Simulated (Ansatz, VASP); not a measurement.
## Two plane-wave programs on TaRu

Contents of INCAR:

```
  PREC = Accurate
  ENCUT = 520
  EDIFF = 1E-7
  ISMEAR = -1
  SIGMA = 0.15
  LREAL = False
  LASPH = True
  NELM = 60
  ALGO = Normal
  ISIF = 2
  LWAVE = False
  LCHARG = False
  GGA = CA
  NBANDS = 20
```

File KPOINTS:

```
Automatic mesh
0
Gamma
  14 14 14
```

Contents of POSCAR:

```
TaRu
1.0
    3.0995706851      0.0000000000      0.0000000000
    0.0000000000      3.0995706851      0.0000000000
    0.0000000000      0.0000000000      3.0995706851
Ta Ru
1 1
Direct
    0.5000000000      0.5000000000      0.5000000000
    0.0000000000      0.0000000000      0.0000000000
```

Input for Ansatz:

```yaml
crystal:
  lattice:
    - [3.0995706851, 0.0, 0.0]
    - [0.0, 3.0995706851, 0.0]
    - [0.0, 0.0, 3.0995706851]
  atoms:
    - { symbol: Ta, position: [0.5, 0.5, 0.5] }
    - { symbol: Ru, position: [0.0, 0.0, 0.0] }
basis:
  ecutwfc: 420
kpoints:
  mp_grid: { grid: [14, 14, 14] }
hamiltonian:
  xc: lda
scf:
  occupations: { method: fermi_dirac, width: 0.15 }
output:
  forces: true
  stress: true
  eigenvalues: true
```

Alike in both runs: task single point; functional LDA; k mesh 14 × 14 × 14; occupations fermi-dirac, width 0.15 eV; no spin polarisation.

```csv
,VASP,Ansatz
version,VASP 6.6.1,Ansatz 0.2.0
potentials or method,"VASP PAW LDA potentials, release 64 (Ta_pv, Ru_pv), cutoff 520 eV","scalar-relativistic, plane waves, PAW"
valence electrons in the cell,25,29
```

|  | VASP | Ansatz | Ansatz less VASP |
| --- | --- | --- | --- |
| gap on the k mesh at the Fermi level (eV) | none | none | - |
| pressure (GPa) | 7.1 | 6.0 | -1.16 |

LDA's correlation is that of Perdew and Zunger in VASP and of Perdew and Wang (1992) in Ansatz. A gap of «none» marks a metal or a gap that the smearing closes. VASP's potentials hold 25 valence electrons a cell and Ansatz's 29, so a difference there can come from the potentials and not from the codes.

Spin-orbit coupling is off throughout.
